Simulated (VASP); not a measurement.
# AlN (Cmcm) in VASP: further runs

Runs on AlN. Level: LDA. Tasks: single point.

Everything below comes from runs of VASP 6.6.1. Logs are shortened: lines on timing, memory, paths and dates and some standing lists are left out, and cuts for length are marked.

**1. The cell of the first run**

It takes space group Cmcm (No. 63, orthorhombic). The conventional cell has a = 3.978 Å, b = 3.978 Å, c = 3.978 Å, α = 90.00°, β = 90.00°, γ = 90.00°. Within 2.6 Å of Al (site symmetry m2m) lie 6 N at 1.96 to 2.02 Å. Within 2.6 Å of N (site symmetry m2m) lie 6 Al at 1.96 to 2.02 Å.

**2. Single point, LDA**

The input, INCAR:

```
SYSTEM = AlN
PREC     = Accurate       ! precision mode
ENCUT    = 520            ! plane-wave cutoff, eV
EDIFF    = 1E-6           ! SCF threshold, eV
ISMEAR   = 0              ! smearing method
SIGMA    = 0.05           ! smearing width, eV
LREAL    = .FALSE.        ! projectors in reciprocal space
LASPH    = .TRUE.         ! aspherical terms in the spheres
NELM     = 80             ! most SCF steps
ALGO     = Normal         ! electronic algorithm
ISIF     = 2              ! what is computed and relaxed
LWAVE    = .FALSE.        ! write WAVECAR
LCHARG   = .FALSE.        ! write CHGCAR
GGA      = CA             ! functional
NBANDS   = 16             ! bands
```

The input, KPOINTS:

```
regular mesh
0
G
  8 8 6
  0 0 0
```

The input, POSCAR:

```
AlN
1.0
    0.0000000000     -1.9888743075     -1.9888743075
    0.0000000000      1.9888743075     -1.9888743075
    3.9777486148      0.0000000000      0.0000000000
Al N
2 2
Direct
    0.5111691724      0.4888308276      0.0000000000
   -0.0111691724      0.0111691724      0.5000000000
    0.4954255797      0.5045744203      0.5000000000
    0.0045744203      0.9954255797      0.0000000000
```

Potentials or basis: VASP PAW LDA potentials, release 64 (Al, N).

Started as:

```sh
$ cat potpaw_LDA.64/Al/POTCAR potpaw_LDA.64/N/POTCAR > POTCAR
$ mpirun -np 1 vasp_std > vasp.out
```

OUTCAR:

```text
SYSTEM = AlN
   PREC = Accurate
   ENCUT = 520
   EDIFF = 1E-6
   ISMEAR = 0
   LREAL = .FALSE.
   LASPH = .TRUE.
   NELM = 80
   ISIF = 2
   GGA = CA

 ion  position               nearest neighbor table
   1  0.511  0.489  0.000-   4 1.96   4 1.99   4 1.99   3 1.99   3 1.99   4 2.02   2 2.75   2 2.75
                             2 2.81   2 2.81   2 2.81   2 2.81   2 2.88   2 2.88
   2  0.989  0.011  0.500-   3 1.96   3 1.99   3 1.99   4 1.99   4 1.99   3 2.02   1 2.75   1 2.75
                             1 2.81   1 2.81   1 2.81   1 2.81   1 2.88   1 2.88
   3  0.495  0.505  0.500-   2 1.96   2 1.99   2 1.99   1 1.99   1 1.99   2 2.02
   4  0.005  0.995  0.000-   1 1.96   1 1.99   1 1.99   2 1.99   2 1.99   1 2.02

  LATTYP: Found a simple tetragonal cell.
 ALAT       =     2.8126930195
 C/A-ratio  =     1.4142135623

  Lattice vectors:

 A1 = (   0.0000000000,  -1.9888743075,  -1.9888743075)
 A2 = (   0.0000000000,   1.9888743075,  -1.9888743075)
 A3 = (   3.9777486148,   0.0000000000,   0.0000000000)

Analysis of symmetry for initial positions (statically):
=====================================================================
 Subroutine PRICEL returns:
 Original cell was already a primitive cell.

 Routine SETGRP: Setting up the symmetry group for a
 simple tetragonal supercell.

 Subroutine GETGRP returns: Found  8 space group operations
 (whereof  4 operations were pure point group operations)
 out of a pool of 16 trial point group operations.

The static configuration has the point symmetry C_2v.
 The point group associated with its full space group is D_2h.

Analysis of symmetry for dynamics (positions and initial velocities):
=====================================================================
 Subroutine PRICEL returns:
 Original cell was already a primitive cell.

 Routine SETGRP: Setting up the symmetry group for a
 simple tetragonal supercell.

 Subroutine GETGRP returns: Found  8 space group operations
 (whereof  4 operations were pure point group operations)
 out of a pool of 16 trial point group operations.

The dynamic configuration has the point symmetry C_2v.
 The point group associated with its full space group is D_2h.

 Subroutine INISYM returns: Found  8 space group operations
 (whereof  4 operations are pure point group operations),
 and found     1 'primitive' translations

----------------------------------------------------------------------------------------

                                     Primitive cell

  volume of cell :      31.4689

  direct lattice vectors                    reciprocal lattice vectors
     0.000000000 -1.988874307 -1.988874307     0.000000000 -0.251398491 -0.251398491
     0.000000000  1.988874307 -1.988874307     0.000000000  0.251398491 -0.251398491
     3.977748615  0.000000000  0.000000000     0.251398491  0.000000000  0.000000000

  length of vectors
     2.812693020  2.812693020  3.977748615     0.355531156  0.355531156  0.251398491

  position of ions in fractional coordinates (direct lattice)
     0.511169172  0.488830828  0.000000000
     0.988830828  0.011169172  0.500000000
     0.495425580  0.504574420  0.500000000
     0.004574420  0.995425580  0.000000000

  ion indices of the primitive-cell ions
   primitive index   ion index
                 1           1
                 2           2
                 3           3
                 4           4

----------------------------------------------------------------------------------------

 KPOINTS: regular mesh

Automatic generation of k-mesh.
 Grid dimensions read from file:
 generate k-points for:    8    8    6

 Generating k-lattice:

  Cartesian coordinates                     Fractional coordinates (reciprocal lattice)
     0.000000000 -0.031424811 -0.031424811     0.125000000  0.000000000  0.000000000
     0.000000000  0.031424811 -0.031424811     0.000000000  0.125000000  0.000000000
     0.041899749  0.000000000  0.000000000     0.000000000  0.000000000  0.166666667

  Length of vectors
     0.044441394  0.044441394  0.041899749

  Shift w.r.t. Gamma in fractional coordinates (k-lattice)
     0.000000000  0.000000000  0.000000000

 Subroutine IBZKPT returns following result:
 ===========================================

 Found     84 irreducible k-points:

 Following reciprocal coordinates:
            Coordinates               Weight
  0.000000  0.000000  0.000000      1.000000
  0.125000  0.000000  0.000000      4.000000
  0.250000  0.000000  0.000000      4.000000
  0.375000  0.000000  0.000000      4.000000
  0.500000  0.000000  0.000000      2.000000
  0.125000  0.125000  0.000000      2.000000
[... 16 lines left out ...]
  0.125000  0.000000  0.166667      8.000000
  0.250000  0.000000  0.166667      8.000000
 [... further k-points ...]
   k-points           NKPTS =     84   k-points in BZ     NKDIM =     84   number of bands    NBANDS=     16
   number of dos      NEDOS =    301   number of ions     NIONS =      4
   total plane-waves  NPLWV =  17280
   dimension x,y,z NGX =    24 NGY =   24 NGZ =   30
   dimension x,y,z NGXF=    48 NGYF=   48 NGZF=   60
   ions per type =               2   2
   NGX,Y,Z   is equivalent  to a cutoff of  14.19, 14.19, 12.54 a.u.
   NGXF,Y,Z  is equivalent  to a cutoff of  28.37, 28.37, 25.08 a.u.
 SYSTEM =  AlN
   PREC   = accura    normal or accurate (medium, high low for compatibility)
   ISTART =      0    job   : 0-new  1-cont  2-samecut
   ICHARG =      2    charge: 1-file 2-atom 10-const
   ISPIN  =      1    spin polarized calculation?
   LNONCOLLINEAR =      F non collinear calculations
   LSORBIT =      F    spin-orbit coupling
   LASPH  =      T    aspherical Exc in radial PAW
   ENCUT  =  520.0 eV  38.22 Ry    6.18 a.u.   5.23  5.23  7.40*2*pi/ulx,y,z
   NELM   =     80;   NELMIN=  2; NELMDL= -5     # of ELM steps
   EDIFF  = 0.1E-05   stopping-criterion for ELM
   LREAL  =      F    real-space projection
   EDIFFG = 0.1E-04   stopping-criterion for IOM
   NSW    =      0    number of steps for IOM
   IBRION =     -1    ionic relax: 0-MD 1-quasi-New 2-CG
   NFREE  =      0    steps in history (QN), initial steepest desc. (CG)
   ISIF   =      2    stress and relaxation
   ISYM   =      2    0-nonsym 1-usesym 2-fastsym
   POTIM  = 0.5000    time-step for ionic-motion
[... 9 lines left out ...]
   IMIX   =      4    mixing-type and parameters
     AMIX     =   0.40;   BMIX     =  1.00
     AMIX_MAG =   1.60;   BMIX_MAG =  1.00
  volume/ion in A,a.u.               =       7.87        53.09
  Fermi-wavevector in a.u.,A,eV,Ry     =   1.306635  2.469181 23.229145  1.707294
  Thomas-Fermi vector in A             =   2.437423
   LORBIT       =      0    0 simple, 1 ext, 2 COOP (PROOUT), +10 PAW based schemes
   GGA     = CA    functional components
   LHFCALC =     F    Hartree Fock is set to
   AEXX    =    0.0000 exact exchange contribution
   IVDW    =     0    specifies the selected vdW correction
   LEPSILON=     F    determine dielectric tensor
   LRPA    =     F    only Hartree local field effects (RPA)
 non-spin polarized calculation
 Gauss-broadening in eV      SIGMA  =   0.05
  energy-cutoff  :      520.00
  volume of cell :       31.47
 maximum number of plane-waves:       888
 NGX is ok and might be reduce to    24
   NGX = 11   NGY = 11   NGZ = 15

 number of electron      16.0000001 magnetization

 Free energy of the ion-electron system (eV)
  ---------------------------------------------------
  ext. energy  EPLUGINS =         0.00000000
  ---------------------------------------------------
  free energy    TOTEN  =       -32.41407504 eV

  energy without entropy =      -32.41407504  energy(sigma->0) =      -32.41407504

 E-fermi :  10.5975     XC(G=0): -12.8051

 val. band max:       10.3644836443   @ k =   0.0000   0.0000   0.0000
 cond. band min:      15.2905607040   @ k =   0.5000   0.5000   0.0000
 fundamental gap:      4.9260770597
 Fermi energy:        10.5975174670

 k-point     1 :       0.0000    0.0000    0.0000
  band No.  band energies     occupation
      1      -7.5019      2.00000
      2      -2.8795      2.00000
      3       2.6128      2.00000
      4       7.4194      2.00000
      5       7.4203      2.00000
      6      10.3528      2.00000
[... 8 lines left out ...]
     15      24.9288      0.00000
     16      28.0713      0.00000

 k-point     2 :       0.1250    0.0000    0.0000
  band No.  band energies     occupation
      1      -7.2759      2.00000
      2      -2.8370      2.00000
      3       2.8375      2.00000
      4       6.3547      2.00000
      5       7.5520      2.00000
      6       9.4150      2.00000
[... 8 lines left out ...]
     15      24.5508      0.00000
     16      26.2228      0.00000

 k-point     3 :       0.2500    0.0000    0.0000
  band No.  band energies     occupation
      1      -6.6166      2.00000
      2      -2.8543      2.00000
      3       3.5024      2.00000
      4       4.6498      2.00000
      5       7.5169      2.00000
      6       7.9356      2.00000
[... 8 lines left out ...]
     15      23.9065      0.00000
     16      24.2939      0.00000

 k-point     4 :       0.3750    0.0000    0.0000
  band No.  band energies     occupation
      1      -5.5923      2.00000
      2      -3.3222      2.00000
      3       3.8098      2.00000
      4       4.5746      2.00000
      5       5.6451      2.00000
      6       7.5589      2.00000
[... 8 lines left out ...]
     15      23.2736      0.00000
     16      24.0566      0.00000

 k-point     5 :       0.5000    0.0000    0.0000
  band No.  band energies     occupation
      1      -4.3793      2.00000
      2      -4.3649      2.00000
      3       4.2545      2.00000
      4       4.2676      2.00000
      5       5.9701      2.00000
      6       5.9877      2.00000
[... 8 lines left out ...]
     15      23.1185      0.00000
     16      23.3652      0.00000

 k-point     6 :       0.1250    0.1250    0.0000
  band No.  band energies     occupation
      1      -7.0527      2.00000
      2      -2.7903      2.00000
      3       3.0605      2.00000
      4       6.2229      2.00000
      5       6.8077      2.00000
      6       9.0266      2.00000
[... 8 lines left out ...]
     15      24.0512      0.00000
     16      24.2446      0.00000
[... 267 lines left out ...]
 k-point    21 :       0.5000    0.5000    0.0000
  band No.  band energies     occupation
      1      -2.8803      2.00000
      2      -2.8799      2.00000
      3       2.6123      2.00000
      4       2.6135      2.00000
      5       7.4186      2.00000
      6       7.4190      2.00000
[... 8 lines left out ...]
     15      28.1228      0.00000
     16      28.1415      0.00000

 k-point    22 :       0.0000    0.0000    0.1667
  band No.  band energies     occupation
      1      -7.3009      2.00000
      2      -3.4479      2.00000
      3       3.2842      2.00000
      4       7.5649      2.00000
      5       7.5660      2.00000
      6       9.7102      2.00000
[... 8 lines left out ...]
     15      24.4470      0.00000
     16      25.7339      0.00000

 k-point    23 :       0.1250    0.0000    0.1667
  band No.  band energies     occupation
      1      -7.0776      2.00000
      2      -3.3552      2.00000
      3       3.3621      2.00000
      4       6.6310      2.00000
      5       7.6911      2.00000
      6       8.5650      2.00000
[... 8 lines left out ...]
     15      23.9861      0.00000
     16      25.9602      0.00000

 k-point    24 :       0.2500    0.0000    0.1667
  band No.  band energies     occupation
      1      -6.4284      2.00000
      2      -3.2046      2.00000
      3       3.2381      2.00000
      4       5.5702      2.00000
      5       6.6083      2.00000
      6       8.0516      2.00000
[... 8 lines left out ...]
     15      23.1735      0.00000
     16      24.9769      0.00000

 [... further k-points ...]

------------------------ aborting loop because EDIFF is reached ----------------------------------------

  FORCE on cell =-STRESS in cart. coord.  units (eV):
  Direction    XX          YY          ZZ          XY          YZ          ZX
  --------------------------------------------------------------------------------------
  -------------------------------------------------------------------------------------
  Total        1.6163243      1.6568534      1.5365346      0.0000000      0.0000000      0.0000000
  in kB       82.2918975     84.3553583     78.2295678      0.0000000      0.0000000      0.0000000
  external PRESSURE =      81.6256079 kB  Pullay stress =       0.0000000 kB

 VOLUME and BASIS-vectors are now :
 -----------------------------------------------------------------------------
  energy-cutoff  :      520.00
  volume of cell :       31.47
      direct lattice vectors                 reciprocal lattice vectors
     0.000000000 -1.988874307 -1.988874307     0.000000000 -0.251398491 -0.251398491
     0.000000000  1.988874307 -1.988874307     0.000000000  0.251398491 -0.251398491
     3.977748615  0.000000000  0.000000000     0.251398491  0.000000000  0.000000000

 POSITION                                       TOTAL-FORCE (eV/Angst)
 -----------------------------------------------------------------------------------
      0.00000     -0.04443     -1.98887         0.000000      0.539173      0.000000
      1.98887     -1.94445     -1.98887         0.000000     -0.539173      0.000000
      1.98887      0.01820     -1.98887         0.000000     -0.075560      0.000000
      0.00000      1.97068     -1.98887         0.000000      0.075560      0.000000
 -----------------------------------------------------------------------------------
    total drift:                                0.000000     -0.000000      0.000000

  FREE ENERGIE OF THE ION-ELECTRON SYSTEM (eV)
  ---------------------------------------------------
  free  energy   TOTEN  =       -32.4140750359 eV

  energy  without entropy=      -32.4140750359  energy(sigma->0) =      -32.41407504
```

Wall time 31 s (1 thread of Intel Xeon Platinum 8259CL at 2.50GHz (Skylake/Cascade Lake), shared host); peak memory 0.15 GiB.

What came out:

| Property | Result |
| --- | --- |
| Free energy | -32.4141 eV |
| Pressure | 8.2 GPa |
| Largest force | 0.539 eV/Å |
| Band gap on the k mesh | 4.93 eV |

Forces in eV/Å, atoms in the order of the input:
```
Al   0.000  0.539  0.000
Al   0.000 -0.539  0.000
N    0.000 -0.076  0.000
N    0.000  0.076  0.000
```

Stress tensor (GPa, compression positive):
```
8.23 0.00 0.00
0.00 8.44 0.00
0.00 0.00 7.82
```

**3. Single point, LDA**

This run uses another cell than the first one, of 8.07 Å³/atom, 1.025 times its volume.

The input, INCAR:

```
PREC = Accurate ; ENCUT = 520
EDIFF = 1E-7 ; ISMEAR = 0
SIGMA = 0.05 ; LREAL = False
LASPH = True ; NELM = 100
ALGO = Normal ; ISIF = 2
LWAVE = False ; LCHARG = False
GGA = CA ; NBANDS = 16
```

The input, KPOINTS:

```
Automatic mesh
0
Gamma
  8 8 6
```

The input, POSCAR:

```
AlN
1.0
    0.0000000000     -2.0055201245     -2.0055201245
    0.0000000000      2.0055201245     -2.0055201245
    4.0110402489      0.0000000000      0.0000000000
Al N
2 2
Direct
    0.5055845862      0.4944154138      0.0000000000
   -0.0055845862      0.0055845862      0.5000000000
    0.4977127899      0.5022872101      0.5000000000
    0.0022872101      0.9977127899      0.0000000000
```

Potentials or basis: VASP PAW LDA potentials, release 64 (Al, N).

Started as:

```sh
$ cat potpaw_LDA.64/Al/POTCAR potpaw_LDA.64/N/POTCAR > POTCAR
$ mpirun -np 1 vasp_std > vasp.out
```

Wall time 37 s (1 thread of Intel Xeon Platinum 8259CL at 2.50GHz (Skylake/Cascade Lake), shared host); peak memory 0.15 GiB.

Results (log left out):

```
Free energy            : -32.4550 eV
Pressure               : 0.7 GPa
Largest force          : 0.251 eV/Å
Band gap on the k mesh : 4.69 eV
```

Forces in eV/Å, atoms in the order of the input:
```
Al   0.000  0.251  0.000
Al   0.000 -0.251  0.000
N    0.000 -0.049  0.000
N    0.000  0.049  0.000
```

Stress tensor (GPa, compression positive):
```
0.70 0.00 0.00
0.00 0.75 0.00
0.00 0.00 0.60
```

Levels at points of the mesh, in eV from the valence-band top:
| k point | band 4 | band 5 | band 6 | band 7 | band 8 | band 9 | band 10 | band 11 | band 12 | band 13 |
| --- | --- | --- | --- | --- | --- | --- | --- | --- | --- | --- |
| (0.00, 0.00, 0.00) | -2.88 | -2.88 | 0.00 | 0.00 | 0.00 | 4.69 | 5.15 | 6.12 | 12.08 | 12.09 |
| (0.50, 0.00, 0.00) | -6.01 | -4.28 | -4.27 | -1.19 | -1.17 | 8.40 | 8.49 | 10.49 | 10.69 | 10.72 |
| (0.50, 0.50, 0.00) | -7.58 | -2.88 | -2.88 | -2.88 | -2.88 | 4.69 | 4.69 | 5.15 | 5.15 | 14.18 |
| (0.00, 0.00, 0.50) | -3.82 | -1.68 | -1.68 | -1.68 | -1.68 | 7.36 | 7.36 | 7.91 | 7.91 | 11.34 |
| (0.50, 0.00, 0.50) | -8.50 | -1.13 | -1.13 | -1.13 | -1.13 | 6.28 | 6.28 | 11.00 | 11.00 | 11.00 |
| (0.50, 0.50, 0.50) | -5.87 | -5.87 | -5.87 | -4.01 | -4.01 | 8.18 | 8.18 | 10.74 | 10.74 | 10.74 |

A k mesh can miss the band edges. Expect the measured gap to be larger: semilocal functionals such as LDA lack the derivative discontinuity.

**4. Single point, LDA**

This run uses another cell than the first one, of 8.69 Å³/atom, 1.104 times its volume.

The input, INCAR:

```
SYSTEM = AlN
  PREC = Accurate
  ENCUT = 520
  EDIFF = 1E-6
  ISMEAR = 0
  SIGMA = 0.05
  LREAL = .FALSE.
  LASPH = .TRUE.
  NELM = 100
  ALGO = Normal
  ISIF = 2
  LWAVE = .FALSE.
  LCHARG = .TRUE.
  GGA = CA
  LELF = .TRUE.
  LVHAR = .TRUE.
  NBANDS = 16
```

The input, KPOINTS:

```
Automatic mesh
0
G
  8 8 6
  0 0 0
```

The input, POSCAR:

```
AlN
1.0
    0.0000000000     -2.0556581276     -2.0556581276
    0.0000000000      2.0556581276     -2.0556581276
    4.1113162551      0.0000000000      0.0000000000
Al N
2 2
Direct
    0.5111691724      0.4888308276      0.0000000000
   -0.0111691724      0.0111691724      0.5000000000
    0.4954255797      0.5045744203      0.5000000000
    0.0045744203      0.9954255797      0.0000000000
```

Started as:

```sh
$ cat potpaw_LDA.64/Al/POTCAR potpaw_LDA.64/N/POTCAR > POTCAR
$ mpirun -np 1 vasp_std > vasp.out
```

It took 20 s on 1 thread of Intel Xeon 6975P-C, shared host; peak memory 0.15 GiB.

It converged, with:

```yaml
Free_energy: -32.3036 eV
Pressure: -17.1 GPa
Largest_force: 0.409 eV/Å
Band_gap_on_the_k_mesh: 3.98 eV
```

Forces in eV/Å, atoms in the order of the input:
```
Al   0.000  0.409  0.000
Al   0.000 -0.409  0.000
N    0.000 -0.154  0.000
N    0.000  0.154  0.000
```

Stress tensor (GPa, compression positive):
```
-17.04   0.00   0.00
  0.00 -16.94   0.00
  0.00   0.00 -17.40
```

Levels at points of the mesh, in eV from the valence-band top:
| k point | band 4 | band 5 | band 6 | band 7 | band 8 | band 9 | band 10 | band 11 | band 12 | band 13 |
| --- | --- | --- | --- | --- | --- | --- | --- | --- | --- | --- |
| (0.00, 0.00, 0.00) | -2.69 | -2.69 | -0.01 | 0.00 | 0.00 | 3.99 | 5.05 | 5.28 | 11.76 | 11.86 |
| (0.50, 0.00, 0.00) | -5.75 | -3.96 | -3.96 | -1.06 | -1.03 | 7.81 | 7.97 | 9.71 | 9.84 | 9.96 |
| (0.50, 0.50, 0.00) | -7.08 | -2.69 | -2.69 | -2.69 | -2.68 | 3.98 | 3.99 | 5.26 | 5.28 | 13.29 |
| (0.00, 0.00, 0.50) | -3.70 | -1.56 | -1.56 | -1.56 | -1.56 | 7.05 | 7.05 | 7.37 | 7.37 | 10.53 |
| (0.50, 0.00, 0.50) | -8.04 | -0.99 | -0.99 | -0.99 | -0.99 | 5.80 | 5.80 | 10.39 | 10.39 | 10.41 |
| (0.50, 0.50, 0.50) | -5.47 | -5.46 | -5.46 | -3.82 | -3.82 | 7.41 | 7.41 | 10.31 | 10.31 | 10.33 |

A k mesh can miss the band edges. A hybrid or GW would open this gap; LDA tends to underestimate it.

**5. Summary**

```csv
cell,gap on the mesh (eV),pressure (GPa),largest force (eV/Å)
"a = 2.813, b = 2.813, c = 3.978 Å, 4 atoms",4.93,8.2,0.54
"a = 2.836, b = 2.836, c = 4.011 Å, 4 atoms",4.69,0.7,0.25
"a = 2.907, b = 2.907, c = 4.111 Å, 4 atoms",3.98,-17.1,0.41
```

Alike in all rows: task single point; level LDA; potentials or basis VASP PAW LDA potentials, release 64 (Al, N); no spin polarisation; k mesh 8 × 8 × 6; cutoff (eV) 520; smearing gaussian 0.05 eV.

Absolute energies hang on the potentials; compare differences alone.
